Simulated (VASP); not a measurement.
Set up this calculation in VASP 6.6.1, as the native input.

* Task: electric field gradients
* Functional: PBEsol
* Potentials or basis: VASP PAW PBE potentials, release 64 (Rb_sv, Cl)
* Cutoff: 400 eV
* k mesh: 7 × 7 × 7
* Occupations: fermi-dirac, width 0.02 eV
* Spin: no spin polarisation
* Dipole correction: no
* Further INCAR settings: ALGO = Normal; EDIFF = 1e-08; NBANDS = 15

The structure of RbCl lies in POSCAR:

```
RbCl
1.0
    0.0000000000      3.2956827511      3.2956827511
    3.2956827511      0.0000000000      3.2956827511
    3.2956827511      3.2956827511      0.0000000000
Rb Cl
1 1
Direct
    0.0000000000      0.0000000000      0.0000000000
    0.5000000000      0.5000000000      0.5000000000
```

This cell differs from its parent crystal: volume scaled by 1.02.

One way to write it, as run:

INCAR

```
SYSTEM = RbCl
ALGO = Normal
EDIFF = 1E-8
ENCUT = 400
GGA = PS
GGA_COMPAT = .FALSE.
ISIF = 2
ISMEAR = -1
LASPH = .TRUE.
LCHARG = .FALSE.
LEFG = .TRUE.
LREAL = .FALSE.
LWAVE = .FALSE.
NBANDS = 15
NELM = 120
PREC = Accurate
SIGMA = 0.02
```

KPOINTS

```
k-points
0
G
  7 7 7
  0 0 0
```

Potentials or basis: VASP PAW PBE potentials, release 64 (Rb_sv, Cl).

Command:

```bash
$ cat potpaw_PBE.64/Rb_sv/POTCAR potpaw_PBE.64/Cl/POTCAR > POTCAR
$ mpirun -np 1 vasp_std > vasp.out
```

It gave:

```yaml
Pressure: -0.3 GPa
Band_gap_on_the_k_mesh: 4.83 eV, direct
```

Caveat: without QUAD_EFG the Cq values of the log hold for a quadrupole moment of 1 mb, not for the nuclei; the PAW data sets were made with another functional, which shifts forces and pressure a little.

It took 39 s on 1 thread of Intel Xeon 8259CL, with other jobs on the host, peak memory 0.16 GiB.
